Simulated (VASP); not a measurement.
# AlNi in VASP: further runs, part 2 of 2

VASP 6.6.1. The steps go on from the part before.

**4. Single point, r2SCAN, collinear spin, ferromagnetic start**

This run uses another cell than the first one, of 10.69 Å³/atom, 1.070 times its volume.

Contents of POSCAR:

```
AlNi
1.0
    1.9452249642     -1.9452307590      0.0000000000
    1.9452249642      1.9452307590      0.0000000000
    0.0000000000      0.0000000000      2.8252426219
Al Ni
1 1
Direct
    0.0000000000      0.0000000000      0.0000000000
    0.5000000000      0.5000000000      0.5000000000
```

Contents of INCAR.step1:

```
ALGO     = Normal         # electronic algorithm
EDIFF    = 1E-4           # SCF threshold, eV
ENCUT    = 520            # plane-wave cutoff, eV
GGA      = PE             # functional
ISMEAR   = 1              # smearing method
ISPIN    = 2              # spin polarisation
LASPH    = True           # aspherical terms in the spheres
LCHARG   = False          # write CHGCAR
LMAXMIX  = 4              # l up to which the mixer works
LREAL    = False          # projectors in reciprocal space
LWAVE    = True           # write WAVECAR
MAGMOM   = 0 1.5          # initial moments
NBANDS   = 18             # bands
NELM     = 150            # most SCF steps
PREC     = Accurate       # precision mode
SIGMA    = 0.1            # smearing width, eV
```

Contents of INCAR.step2:

```
ALGO     = Normal         # electronic algorithm
EDIFF    = 1E-7           # SCF threshold, eV
ENCUT    = 520            # plane-wave cutoff, eV
ISIF     = 2              # what is computed and relaxed
ISMEAR   = 1              # smearing method
ISPIN    = 2              # spin polarisation
ISTART   = 1            
LASPH    = True           # aspherical terms in the spheres
LCHARG   = False          # write CHGCAR
LMAXMIX  = 4              # l up to which the mixer works
LMIXTAU  = True         
LORBIT   = 11             # projections on sites
LREAL    = False          # projectors in reciprocal space
LWAVE    = False          # write WAVECAR
MAGMOM   = 0 1.5          # initial moments
METAGGA  = R2SCAN         # meta-GGA
NBANDS   = 18             # bands
NELM     = 150            # most SCF steps
PREC     = Accurate       # precision mode
SIGMA    = 0.1            # smearing width, eV
```

Contents of KPOINTS:

```
k-points
0
Gamma
  9 9 8
```

Potentials or basis: VASP PAW PBE potentials, release 64 (Al, Ni).

On the command line:

```console
$ cat potpaw_PBE.64/Al/POTCAR potpaw_PBE.64/Ni/POTCAR > POTCAR
$ cp INCAR.step1 INCAR
$ mpirun -np 1 vasp_std > vasp.out
$ cp INCAR.step2 INCAR
$ mpirun -np 1 vasp_std > vasp.out
```

OUTCAR:

```text
EDIFF = 1E-7
   ENCUT = 520
   ISIF = 2
   ISMEAR = 1
   ISPIN = 2
   ISTART = 1
   LASPH = True
   LORBIT = 11
   LREAL = False
   METAGGA = R2SCAN
   NELM = 150
   PREC = Accurate

 ion  position               nearest neighbor table
   1  0.000  0.000  0.000-   2 2.40   2 2.40   2 2.40   2 2.40   2 2.40   2 2.40   2 2.40   2 2.40

   2  0.500  0.500  0.500-   1 2.40   1 2.40   1 2.40   1 2.40   1 2.40   1 2.40   1 2.40   1 2.40

  LATTYP: Found a simple tetragonal cell.
 ALAT       =     2.7509676238
 C/A-ratio  =     1.0269995901

  Lattice vectors:

[... 1225 lines left out ...]
  external PRESSURE =     196.6850769 kB  Pullay stress =       0.0000000 kB

 VOLUME and BASIS-vectors are now :
 -----------------------------------------------------------------------------
  energy-cutoff  :      520.00
  volume of cell :       21.38
      direct lattice vectors                 reciprocal lattice vectors
     1.945224964 -1.945230759  0.000000000     0.257039679 -0.257038913  0.000000000
     1.945224964  1.945230759  0.000000000     0.257039679  0.257038913  0.000000000
     0.000000000  0.000000000  2.825242622     0.000000000  0.000000000  0.353951902

 POSITION                                       TOTAL-FORCE (eV/Angst)
 -----------------------------------------------------------------------------------
      0.00000      0.00000      0.00000         0.000000      0.000000      0.000000
      1.94522      0.00000      1.41262        -0.000000     -0.000000      0.000000
 -----------------------------------------------------------------------------------
    total drift:                                0.000000      0.000000      0.000000

  FREE ENERGIE OF THE ION-ELECTRON SYSTEM (eV)
  ---------------------------------------------------
  free  energy   TOTEN  =       -19.9469285172 eV

  energy  without entropy=      -19.9473535369  energy(sigma->0) =      -19.94707019

 total charge

# of ion       s       p       d       tot
------------------------------------------
    1        0.397   0.481   0.000   0.877
    2        0.536   0.651   8.543   9.730
--------------------------------------------------
tot          0.933   1.132   8.543  10.608

 magnetization (x)

# of ion       s       p       d       tot
------------------------------------------
    1       -0.000   0.000   0.000  -0.000
    2        0.000  -0.000  -0.000  -0.000
--------------------------------------------------
tot         -0.000  -0.000  -0.000  -0.000
```

OSZICAR.step1:

```text
N       E                     dE             d eps       ncg     rms          rms(c)
DAV:   1     0.471194848925E+02    0.47119E+02   -0.50630E+03  5584   0.787E+02
DAV:   2    -0.902768684468E+01   -0.56147E+02   -0.49649E+02  6006   0.168E+02
DAV:   3    -0.116966661615E+02   -0.26690E+01   -0.26206E+01  6438   0.372E+01
DAV:   4    -0.117290674163E+02   -0.32401E-01   -0.32373E-01  6302   0.365E+00
DAV:   5    -0.117297314759E+02   -0.66406E-03   -0.66402E-03  6380   0.563E-01    0.142E+01
DAV:   6    -0.134979923312E+02   -0.17683E+01   -0.38647E+01  6234   0.771E+01    0.155E+01
DAV:   7    -0.103470406734E+02    0.31510E+01   -0.12102E+01  6248   0.451E+01    0.158E+00
DAV:   8    -0.103439962024E+02    0.30445E-02   -0.23064E-01  6808   0.464E+00    0.117E+00
DAV:   9    -0.103292122224E+02    0.14784E-01   -0.30754E-02  7192   0.187E+00    0.589E-01
DAV:  10    -0.103289283013E+02    0.28392E-03   -0.16301E-03  7312   0.369E-01    0.177E-01
DAV:  11    -0.103288221388E+02    0.10616E-03   -0.70913E-04  5844   0.242E-01    0.799E-02
DAV:  12    -0.103288528240E+02   -0.30685E-04   -0.92947E-05  3004   0.106E-01
   1 F= -.10328853E+02 E0= -.10328871E+02  d E =0.540279E-04  mag=    -0.0018
```

It took 75 s on 1 thread of Intel Xeon 6975P-C (Granite Rapids), shared host; peak memory 0.17 GiB.

Results:

- Free energy: -19.9469 eV
- Pressure: 19.7 GPa
- Net moment: 0.00 μB per cell
- Valence electrons inside the program's atomic spheres: Al 0.88; Ni 9.73

Stress tensor (GPa, compression positive):
```
19.80  0.00  0.00
 0.00 19.80  0.00
 0.00  0.00 19.41
```

Caveat: the starting moments collapsed, and a magnetic state may lie lower; the PAW data sets were made with another functional, which shifts forces and pressure a little.

**5. Single point, r2SCAN, collinear spin, ferromagnetic start**

This run uses another cell than the first one, of 11.15 Å³/atom, 1.116 times its volume.

Contents of POSCAR:

```
AlNi
1.0
    1.9728646178     -1.9729896483      0.0000000000
    1.9728646178      1.9729896483      0.0000000000
    0.0000000000      0.0000000000      2.8646215684
Al Ni
1 1
Direct
    0.0000000000      0.0000000000      0.0000000000
    0.5000000000      0.5000000000      0.5000000000
```

Contents of INCAR.step1:

```
ALGO = Normal ; EDIFF = 1E-4
ENCUT = 520 ; GGA = PE
ISMEAR = 1 ; ISPIN = 2
LASPH = T ; LCHARG = F
LMAXMIX = 4 ; LREAL = F
LWAVE = T ; MAGMOM = 0 1.5
NBANDS = 18 ; NELM = 150
PREC = Accurate ; SIGMA = 0.1
```

Contents of INCAR.step2:

```
ALGO = Normal ; EDIFF = 1E-7
ENCUT = 520 ; ISIF = 2
ISMEAR = 1 ; ISPIN = 2
ISTART = 1 ; LASPH = T
LCHARG = F ; LMAXMIX = 4
LMIXTAU = T ; LORBIT = 11
LREAL = F ; LWAVE = F
MAGMOM = 0 1.5 ; METAGGA = R2SCAN
NBANDS = 18 ; NELM = 150
PREC = Accurate ; SIGMA = 0.1
```

KPOINTS is that of step 4.

Potentials or basis: VASP PAW PBE potentials, release 64 (Al, Ni).

On the command line:

```console
$ cat potpaw_PBE.64/Al/POTCAR potpaw_PBE.64/Ni/POTCAR > POTCAR
$ cp INCAR.step1 INCAR
$ mpirun -np 1 vasp_std > vasp.out
$ cp INCAR.step2 INCAR
$ mpirun -np 1 vasp_std > vasp.out
```

OUTCAR:

```text
EDIFF = 1E-7
   ENCUT = 520
   ISIF = 2
   ISMEAR = 1
   ISPIN = 2
   ISTART = 1
   LASPH = T
   LORBIT = 11
   LREAL = F
   METAGGA = R2SCAN
   NELM = 150
   PREC = Accurate

 ion  position               nearest neighbor table
   1  0.000  0.000  0.000-   2 2.44   2 2.44   2 2.44   2 2.44   2 2.44   2 2.44   2 2.44   2 2.44

   2  0.500  0.500  0.500-   1 2.44   1 2.44   1 2.44   1 2.44   1 2.44   1 2.44   1 2.44   1 2.44

  LATTYP: Found a base centered orthorhombic cell.
[... 1232 lines left out ...]
  external PRESSURE =      97.2240629 kB  Pullay stress =       0.0000000 kB

 VOLUME and BASIS-vectors are now :
 -----------------------------------------------------------------------------
  energy-cutoff  :      520.00
  volume of cell :       22.30
      direct lattice vectors                 reciprocal lattice vectors
     1.972864618 -1.972989648  0.000000000     0.253438576 -0.253422516  0.000000000
     1.972864618  1.972989648  0.000000000     0.253438576  0.253422516  0.000000000
     0.000000000  0.000000000  2.864621568     0.000000000  0.000000000  0.349086250

 POSITION                                       TOTAL-FORCE (eV/Angst)
 -----------------------------------------------------------------------------------
      0.00000      0.00000      0.00000         0.000000      0.000000      0.000000
      1.97286      0.00000      1.43231         0.000000      0.000000      0.000000
 -----------------------------------------------------------------------------------
    total drift:                                0.000000     -0.000000     -0.000000

  FREE ENERGIE OF THE ION-ELECTRON SYSTEM (eV)
  ---------------------------------------------------
  free  energy   TOTEN  =       -20.0305389567 eV

  energy  without entropy=      -20.0307030721  energy(sigma->0) =      -20.03059366

 total charge

# of ion       s       p       d       tot
------------------------------------------
    1        0.390   0.459   0.000   0.849
    2        0.516   0.608   8.519   9.643
--------------------------------------------------
tot          0.906   1.067   8.519  10.492

 magnetization (x)

# of ion       s       p       d       tot
------------------------------------------
    1       -0.000  -0.000   0.000  -0.000
    2       -0.000   0.000   0.000   0.000
--------------------------------------------------
tot         -0.000  -0.000   0.000  -0.000
```

It took 1.8 min on 1 thread of Intel Xeon 6975P-C (Granite Rapids), shared host; peak memory 0.21 GiB.

What came out:

```
Free energy                                           : -20.0305 eV
Pressure                                              : 9.7 GPa
Net moment                                            : 0.00 μB per cell
Valence electrons inside the program's atomic spheres : Al 0.85; Ni 9.64
```

Levels at points of the mesh, in eV from the Fermi level:
Spin up:
```tsv
k point	band 4	band 5	band 6	band 7	band 8	band 9	band 10	band 11
(0.00, 0.00, 0.00)	-1.80	-1.80	-1.75	5.50	6.55	6.55	8.46	8.73
(0.00, 0.00, 0.50)	-2.52	-2.52	-1.67	-0.85	8.71	11.15	11.15	12.42
```
Spin down:
```tsv
k point	band 5	band 6	band 7	band 8	band 9	band 10
(0.00, 0.00, 0.00)	-1.80	-1.75	5.50	6.55	6.55	8.46
(0.00, 0.00, 0.50)	-2.52	-1.67	-0.85	8.71	11.15	11.15
```

Caveat: the starting moments collapsed, and a magnetic state may lie lower; the PAW data sets were made with another functional, which shifts forces and pressure a little.

**6. Single point, r2SCAN, collinear spin, ferromagnetic start**

This run uses another cell than the first one, of 11.73 Å³/atom, 1.175 times its volume.

Contents of POSCAR:

```
AlNi
1.0
    2.0067919296     -2.0068396492      0.0000000000
    2.0067919296      2.0068396492      0.0000000000
    0.0000000000      0.0000000000      2.9134149210
Al Ni
1 1
Direct
    0.0000000000      0.0000000000      0.0000000000
    0.5000000000      0.5000000000      0.5000000000
```

Contents of INCAR.step1:

```
ALGO     = Normal         # electronic algorithm
EDIFF    = 1E-4           # SCF threshold, eV
ENCUT    = 520            # plane-wave cutoff, eV
GGA      = PE             # functional
ISMEAR   = 1              # smearing method
ISPIN    = 2              # spin polarisation
LASPH    = T              # aspherical terms in the spheres
LCHARG   = F              # write CHGCAR
LMAXMIX  = 4              # l up to which the mixer works
LREAL    = F              # projectors in reciprocal space
LWAVE    = T              # write WAVECAR
MAGMOM   = 0 1.5          # initial moments
NBANDS   = 18             # bands
NELM     = 150            # most SCF steps
PREC     = Accurate       # precision mode
SIGMA    = 0.1            # smearing width, eV
```

Contents of INCAR.step2:

```
ALGO     = Normal         # electronic algorithm
EDIFF    = 1E-6           # SCF threshold, eV
ENCUT    = 520            # plane-wave cutoff, eV
ISIF     = 2              # what is computed and relaxed
ISMEAR   = 1              # smearing method
ISPIN    = 2              # spin polarisation
ISTART   = 1            
LASPH    = T              # aspherical terms in the spheres
LCHARG   = F              # write CHGCAR
LMAXMIX  = 4              # l up to which the mixer works
LMIXTAU  = T            
LORBIT   = 11             # projections on sites
LREAL    = F              # projectors in reciprocal space
LWAVE    = F              # write WAVECAR
MAGMOM   = 0 1.5          # initial moments
METAGGA  = R2SCAN         # meta-GGA
NBANDS   = 18             # bands
NELM     = 150            # most SCF steps
PREC     = Accurate       # precision mode
SIGMA    = 0.1            # smearing width, eV
```

KPOINTS is that of step 5.

Potentials or basis: VASP PAW PBE potentials, release 64 (Al, Ni).

On the command line:

```console
$ cat potpaw_PBE.64/Al/POTCAR potpaw_PBE.64/Ni/POTCAR > POTCAR
$ cp INCAR.step1 INCAR
$ mpirun -np 1 vasp_std > vasp.out
$ cp INCAR.step2 INCAR
$ mpirun -np 1 vasp_std > vasp.out
```

Wall time 96 s (1 thread of Intel Xeon 6975P-C (Granite Rapids), shared host); peak memory 0.21 GiB.

Results (log left out):

- Free energy: -20.0637 eV
- Pressure: -0.2 GPa
- Net moment: 0.00 μB per cell
- Valence electrons inside the program's atomic spheres: Al 0.82; Ni 9.55

Stress tensor (GPa, compression positive):
```
-0.09  0.00  0.00
 0.00 -0.09  0.00
 0.00  0.00 -0.50
```

Levels at points of the mesh, in eV from the Fermi level:
Spin up:
```tsv
k point	band 3	band 4	band 5	band 6	band 7	band 8	band 9	band 10	band 11	band 12
(0.00, 0.00, 0.00)	-3.46	-1.68	-1.68	-1.64	5.28	6.29	6.29	8.28	8.55	15.39
(0.00, 0.00, 0.50)	-2.97	-2.36	-2.36	-1.56	-0.82	8.65	10.87	10.87	11.87	11.87
```
Spin down:
```tsv
k point	band 3	band 4	band 5	band 6	band 7	band 8	band 9	band 10	band 11	band 12
(0.00, 0.00, 0.00)	-3.46	-1.68	-1.68	-1.64	5.28	6.29	6.29	8.28	8.55	15.39
(0.00, 0.00, 0.50)	-2.97	-2.36	-2.36	-1.56	-0.82	8.65	10.87	10.87	11.87	11.87
```

Caveat: the starting moments collapsed, and a magnetic state may lie lower; the PAW data sets were made with another functional, which shifts forces and pressure a little.
